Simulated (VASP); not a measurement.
Crystal: Tc3Sn.

```
Tc Sn
1.0
     4.48616    0.00000    0.00000
     2.24308    3.88513    0.00000
     2.24308    1.29504    3.66293
Tc Sn
3 1
Direct
  0.25000 0.25000 0.25000
  0.75000 0.75000 0.75000
  0.50000 0.50000 0.50000
  0.00000 0.00000 0.00000
```

Base run:

| Property | Result |
| --- | --- |
| Program | VASP 6.6.1 |
| Functional | RPBE |
| Potentials or basis | VASP PAW PBE potentials, release 64 (Tc_pv, Sn_d) |
| Cutoff | 520 eV |
| k mesh | 7 × 7 × 7 |
| Occupations | fermi-dirac, width 0.05 eV |
| Spin | no spin polarisation |

Its results: band gap on the k mesh zero (an odd number of electrons rules out a gap without spin polarisation); pressure 1.3 GPa.

Q: The run is repeated on the same cell with these changes: functional from RPBE to r2SCAN. What comes out?

A: Band gap on the k mesh zero (an odd number of electrons rules out a gap without spin polarisation); pressure -6.2 GPa.

Caveats: the PAW data sets were made with another functional, which shifts forces and pressure a little; spin-orbit coupling is left out, which moves the levels of the heavy elements; the cell stands under tension (at least some runs).
